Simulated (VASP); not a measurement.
# CO2 (Pa-3) in VASP: single point with PBE+D3(BJ)

Aim: the single point of CO2 with PBE+D3(BJ).

Program: VASP 6.6.1. These are calculated values, not measurements. Logs are shortened: lines on timing, memory, paths and dates and some standing lists are left out, and cuts for length are marked.

### Step 1. The cell of the first run

Symmetry: Pa-3, No. 205, cubic system. The conventional cell has a = 5.717 Å, b = 5.717 Å, c = 5.717 Å, α = 90.00°, β = 90.00°, γ = 90.00°. Within 1.6 Å of C (site symmetry -3) lie 2 O at 1.17 Å. O (site symmetry 3) has 1 C at 1.17 Å within 1.6 Å.

### Step 2. Single point, PBE+D3(BJ)

The input, INCAR:

```
SYSTEM = CO2
PREC     = Accurate       ! precision mode
ENCUT    = 1340           ! plane-wave cutoff, eV
EDIFF    = 1E-6           ! SCF threshold, eV
ISMEAR   = 0              ! smearing method
SIGMA    = 0.02           ! smearing width, eV
LREAL    = .False.        ! projectors in reciprocal space
LASPH    = .True.         ! aspherical terms in the spheres
NELM     = 120            ! most SCF steps
ALGO     = Normal         ! electronic algorithm
ISIF     = 2              ! what is computed and relaxed
LWAVE    = .False.        ! write WAVECAR
LCHARG   = .False.        ! write CHGCAR
GGA      = PE             ! functional
IVDW     = 12             ! dispersion correction
NBANDS   = 44             ! bands
GGA_COMPAT= .False.
```

The input, KPOINTS:

```
Automatic mesh
0
Gamma
  4 4 4
  0 0 0
```

The input, POSCAR:

```
CO2
1.0
    5.7168944752      0.0000000000      0.0000000000
    0.0000000000      5.7168944752      0.0000000000
    0.0000000000      0.0000000000      5.7168944752
C O
4 8
Direct
    0.0000000000      0.0000000000      0.0000000000
    0.5000000000      0.0000000000      0.5000000000
    0.5000000000      0.5000000000      0.0000000000
    0.0000000000      0.5000000000      0.5000000000
    0.1180509314      0.1180509314      0.1180509314
    0.3819490686      0.8819490686      0.6180509314
    0.6180509314      0.3819490686      0.8819490686
    0.8819490686      0.6180509314      0.3819490686
    0.8819490686      0.8819490686      0.8819490686
    0.6180509314      0.1180509314      0.3819490686
    0.3819490686      0.6180509314      0.1180509314
    0.1180509314      0.3819490686      0.6180509314
```

Potentials or basis: VASP PAW PBE potentials, release 64 (C_h, O_h).

Command:

```
> cat potpaw_PBE.64/C_h/POTCAR potpaw_PBE.64/O_h/POTCAR > POTCAR
> mpirun -np 1 vasp_std > vasp.out
```

OUTCAR:

```text
SYSTEM = CO2
   PREC = Accurate
   ENCUT = 1340
   EDIFF = 1E-6
   ISMEAR = 0
   LREAL = .False.
   LASPH = .True.
   NELM = 120
   ISIF = 2
   GGA = PE
   IVDW = 12
 IVDW          = 12

 ion  position               nearest neighbor table
   1  0.000  0.000  0.000-   5 1.17   9 1.17
   2  0.500  0.000  0.500-   6 1.17  10 1.17
   3  0.500  0.500  0.000-   7 1.17  11 1.17
   4  0.000  0.500  0.500-   8 1.17  12 1.17
   5  0.118  0.118  0.118-   1 1.17
   6  0.382  0.882  0.618-   2 1.17
   7  0.618  0.382  0.882-   3 1.17
   8  0.882  0.618  0.382-   4 1.17
   9  0.882  0.882  0.882-   1 1.17
  10  0.618  0.118  0.382-   2 1.17
  11  0.382  0.618  0.118-   3 1.17
  12  0.118  0.382  0.618-   4 1.17

  LATTYP: Found a simple cubic cell.
 ALAT       =     5.7168944752

  Lattice vectors:

 A1 = (   5.7168944752,   0.0000000000,   0.0000000000)
 A2 = (   0.0000000000,   5.7168944752,   0.0000000000)
 A3 = (   0.0000000000,   0.0000000000,   5.7168944752)

Analysis of symmetry for initial positions (statically):
=====================================================================
 Subroutine PRICEL returns:
 Original cell was already a primitive cell.

 Routine SETGRP: Setting up the symmetry group for a
 simple cubic supercell.

 Subroutine GETGRP returns: Found 24 space group operations
 (whereof  6 operations were pure point group operations)
 out of a pool of 48 trial point group operations.

The static configuration has the point symmetry S_6 .
 The point group associated with its full space group is T_h .

Analysis of symmetry for dynamics (positions and initial velocities):
=====================================================================
 Subroutine PRICEL returns:
 Original cell was already a primitive cell.

 Routine SETGRP: Setting up the symmetry group for a
 simple cubic supercell.

 Subroutine GETGRP returns: Found 24 space group operations
 (whereof  6 operations were pure point group operations)
 out of a pool of 48 trial point group operations.

The dynamic configuration has the point symmetry S_6 .
 The point group associated with its full space group is T_h .

 Subroutine INISYM returns: Found 24 space group operations
 (whereof  6 operations are pure point group operations),
 and found     1 'primitive' translations

----------------------------------------------------------------------------------------

                                     Primitive cell

  volume of cell :     186.8446

  direct lattice vectors                    reciprocal lattice vectors
     5.716894475  0.000000000  0.000000000     0.174920143  0.000000000  0.000000000
     0.000000000  5.716894475  0.000000000     0.000000000  0.174920143  0.000000000
     0.000000000  0.000000000  5.716894475     0.000000000  0.000000000  0.174920143

  length of vectors
     5.716894475  5.716894475  5.716894475     0.174920143  0.174920143  0.174920143

  position of ions in fractional coordinates (direct lattice)
     0.000000000  0.000000000  0.000000000
     0.500000000  0.000000000  0.500000000
     0.500000000  0.500000000  0.000000000
     0.000000000  0.500000000  0.500000000
     0.118050931  0.118050931  0.118050931
     0.381949069  0.881949069  0.618050931
     0.618050931  0.381949069  0.881949069
     0.881949069  0.618050931  0.381949069
     0.881949069  0.881949069  0.881949069
     0.618050931  0.118050931  0.381949069
     0.381949069  0.618050931  0.118050931
     0.118050931  0.381949069  0.618050931

  ion indices of the primitive-cell ions
   primitive index   ion index
                 1           1
                 2           2
                 3           3
                 4           4
                 5           5
                 6           6
                 7           7
                 8           8
                 9           9
                10          10
                11          11
                12          12

----------------------------------------------------------------------------------------

 KPOINTS: Automatic mesh

Automatic generation of k-mesh.
 Grid dimensions read from file:
 generate k-points for:    4    4    4

 Generating k-lattice:

  Cartesian coordinates                     Fractional coordinates (reciprocal lattice)
     0.043730036  0.000000000  0.000000000     0.250000000  0.000000000  0.000000000
     0.000000000  0.043730036  0.000000000     0.000000000  0.250000000  0.000000000
     0.000000000  0.000000000  0.043730036     0.000000000  0.000000000  0.250000000

  Length of vectors
     0.043730036  0.043730036  0.043730036

  Shift w.r.t. Gamma in fractional coordinates (k-lattice)
     0.000000000  0.000000000  0.000000000

 Subroutine IBZKPT returns following result:
 ===========================================

 Found     11 irreducible k-points:

 Following reciprocal coordinates:
            Coordinates               Weight
  0.000000  0.000000  0.000000      1.000000
  0.250000  0.000000  0.000000      6.000000
  0.500000  0.000000  0.000000      3.000000
  0.250000  0.250000  0.000000     12.000000
  0.500000  0.250000  0.000000      6.000000
 -0.250000  0.500000  0.000000      6.000000
  0.500000  0.500000  0.000000      3.000000
  0.250000  0.250000  0.250000      8.000000
  0.500000  0.250000  0.250000     12.000000
  0.500000  0.500000  0.250000      6.000000
  0.500000  0.500000  0.500000      1.000000
   k-points           NKPTS =     11   k-points in BZ     NKDIM =     11   number of bands    NBANDS=     44
   number of dos      NEDOS =    301   number of ions     NIONS =     12
   total plane-waves  NPLWV = 343000
   dimension x,y,z NGX =    70 NGY =   70 NGZ =   70
   dimension x,y,z NGXF=   140 NGYF=  140 NGZF=  140
   ions per type =               4   8
   NGX,Y,Z   is equivalent  to a cutoff of  20.36, 20.36, 20.36 a.u.
   NGXF,Y,Z  is equivalent  to a cutoff of  40.71, 40.71, 40.71 a.u.
 SYSTEM =  CO2
   PREC   = accura    normal or accurate (medium, high low for compatibility)
   ISTART =      0    job   : 0-new  1-cont  2-samecut
   ICHARG =      2    charge: 1-file 2-atom 10-const
   ISPIN  =      1    spin polarized calculation?
   LNONCOLLINEAR =      F non collinear calculations
   LSORBIT =      F    spin-orbit coupling
   LASPH  =      T    aspherical Exc in radial PAW
   ENCUT  = 1340.0 eV  98.49 Ry    9.92 a.u.  17.06 17.06 17.06*2*pi/ulx,y,z
   NELM   =    120;   NELMIN=  2; NELMDL= -5     # of ELM steps
   EDIFF  = 0.1E-05   stopping-criterion for ELM
   LREAL  =      F    real-space projection
[... 7 lines left out ...]
   TEBEG  =    0.0;   TEEND  =   0.0 temperature during run
   PSTRESS=    0.0 pullay stress
   NELECT =      64.0000    total number of electrons
   NUPDOWN=      -1.0000    fix difference up-down
   EMIN   =  10.00;   EMAX   =-10.00  energy-range for DOS
   EFERMI =   0.00;   METHOD = LEGACY
   ISMEAR =     0;   SIGMA  =   0.02  broadening in eV -4-tet -1-fermi 0-gaus
   EFERMI_NEDOS =   21; number of points for ismear=-14 and -15
   IALGO  =     38    algorithm
   IMIX   =      4    mixing-type and parameters
     AMIX     =   0.40;   BMIX     =  1.00
     AMIX_MAG =   1.60;   BMIX_MAG =  1.00
  volume/ion in A,a.u.               =      15.57       105.07
  Fermi-wavevector in a.u.,A,eV,Ry     =   1.145446  2.164579 17.851479  1.312047
  Thomas-Fermi vector in A             =   2.282134
   LORBIT       =      0    0 simple, 1 ext, 2 COOP (PROOUT), +10 PAW based schemes
   GGA     = PE    functional components
   LHFCALC =     F    Hartree Fock is set to
   AEXX    =    0.0000 exact exchange contribution
   IVDW    =    12    specifies the selected vdW correction
   LEPSILON=     F    determine dielectric tensor
   LRPA    =     F    only Hartree local field effects (RPA)
 non-spin polarized calculation
 Gauss-broadening in eV      SIGMA  =   0.02
  energy-cutoff  :     1340.00
  volume of cell :      186.84
 maximum number of plane-waves:     20840
 NGX is ok and might be reduce to    70
   NGX = 35   NGY = 35   NGZ = 35

 number of electron      63.9999989 magnetization

 Free energy of the ion-electron system (eV)
  ---------------------------------------------------
  ext. energy  EPLUGINS =         0.00000000
  ---------------------------------------------------
  free energy    TOTEN  =       -93.26401460 eV

  energy without entropy =      -93.26401460  energy(sigma->0) =      -93.26401460

 E-fermi :  -3.3103     XC(G=0):  -7.6296

 val. band max:       -3.4714001199   @ k =   0.0000   0.0000   0.0000
 cond. band min:       3.2744510007   @ k =   0.0000   0.0000   0.0000
 fundamental gap:      6.7458511206
 Fermi energy:        -3.3103267707

 k-point     1 :       0.0000    0.0000    0.0000
  band No.  band energies     occupation
      1     -23.9068      2.00000
      2     -23.7344      2.00000
      3     -23.7344      2.00000
      4     -23.7344      2.00000
      5     -22.7954      2.00000
      6     -22.7954      2.00000
[... 36 lines left out ...]
     43       7.2624      0.00000
     44       7.2624      0.00000

 k-point     2 :       0.2500    0.0000    0.0000
  band No.  band energies     occupation
      1     -23.8828      2.00000
      2     -23.7610      2.00000
      3     -23.7342      2.00000
      4     -23.7342      2.00000
      5     -22.7943      2.00000
      6     -22.7942      2.00000
[... 36 lines left out ...]
     43       7.5333      0.00000
     44       7.5462      0.00000

 k-point     3 :       0.5000    0.0000    0.0000
  band No.  band energies     occupation
      1     -23.8232      2.00000
      2     -23.8232      2.00000
      3     -23.7341      2.00000
      4     -23.7341      2.00000
      5     -22.7931      2.00000
      6     -22.7931      2.00000
[... 365 lines left out ...]
     43       6.0951      0.00000
     44       6.0951      0.00000

 k-point    11 :       0.5000    0.5000    0.5000
  band No.  band energies     occupation
      1     -23.7770      2.00000
      2     -23.7770      2.00000
      3     -23.7770      2.00000
      4     -23.7770      2.00000
      5     -22.7855      2.00000
      6     -22.7855      2.00000
[... 36 lines left out ...]
     43       6.1086      0.00000
     44       6.1086      0.00000

------------------------ aborting loop because EDIFF is reached ----------------------------------------

 Edisp (eV)   -0.78607

 E8    (eV) :    -0.1998

  FORCE on cell =-STRESS in cart. coord.  units (eV):
  Direction    XX          YY          ZZ          XY          YZ          ZX
  --------------------------------------------------------------------------------------
  -------------------------------------------------------------------------------------
  Total      -0.28533    -0.28533    -0.28533     0.00000    -0.00000    -0.00000
  in kB      -2.44671    -2.44671    -2.44671     0.00000    -0.00000    -0.00000
  external pressure =       -2.45 kB  Pullay stress =        0.00 kB

 VOLUME and BASIS-vectors are now :
 -----------------------------------------------------------------------------
  energy-cutoff  :     1340.00
  volume of cell :      186.84
      direct lattice vectors                 reciprocal lattice vectors
     5.716894475  0.000000000  0.000000000     0.174920143  0.000000000  0.000000000
     0.000000000  5.716894475  0.000000000     0.000000000  0.174920143  0.000000000
     0.000000000  0.000000000  5.716894475     0.000000000  0.000000000  0.174920143

 POSITION                                       TOTAL-FORCE (eV/Angst)
 -----------------------------------------------------------------------------------
      0.00000      0.00000      0.00000         0.000000      0.000000      0.000000
      2.85845      0.00000      2.85845         0.000000      0.000000      0.000000
      2.85845      2.85845      0.00000         0.000000      0.000000      0.000000
      0.00000      2.85845      2.85845         0.000000      0.000000      0.000000
      0.67488      0.67488      0.67488         0.000200      0.000200      0.000200
      2.18356      5.04201      3.53333        -0.000200     -0.000200      0.000200
      3.53333      2.18356      5.04201         0.000200     -0.000200     -0.000200
      5.04201      3.53333      2.18356        -0.000200      0.000200     -0.000200
      5.04201      5.04201      5.04201        -0.000200     -0.000200     -0.000200
      3.53333      0.67488      2.18356         0.000200      0.000200     -0.000200
      2.18356      3.53333      0.67488        -0.000200      0.000200      0.000200
      0.67488      2.18356      3.53333         0.000200     -0.000200      0.000200
 -----------------------------------------------------------------------------------
    total drift:                                0.000000      0.000000     -0.000000

  FREE ENERGIE OF THE ION-ELECTRON SYSTEM (eV)
  ---------------------------------------------------
  free  energy   TOTEN  =       -94.0500851418 eV

  energy  without entropy=      -94.0500851418  energy(sigma->0) =      -94.05008514
```

Wall time 7.3 min (1 thread of Intel Xeon Platinum 8259CL at 2.50GHz (Skylake/Cascade Lake), shared host); peak memory 0.8 GiB.

Results:

```
Free energy                : -94.0501 eV
Pressure                   : -0.2 GPa
Band gap on the k mesh     : 6.75 eV
Dispersion energy per atom : -0.066 eV
```

Levels at points of the mesh, in eV from the valence-band top:
```tsv
k point	band 28	band 29	band 30	band 31	band 32	band 33	band 34	band 35	band 36	band 37
(0.00, 0.00, 0.00)	-0.17	-0.17	-0.17	0.00	0.00	6.75	8.09	8.09	8.09	8.32
(0.50, 0.00, 0.00)	-0.31	-0.26	-0.26	-0.07	-0.07	8.03	8.03	8.16	8.16	8.37
(0.50, 0.50, 0.00)	-0.28	-0.24	-0.24	-0.24	-0.24	8.02	8.02	8.02	8.02	8.65
(0.50, 0.50, 0.50)	-0.28	-0.27	-0.27	-0.27	-0.27	8.03	8.03	8.03	8.03	8.85
```
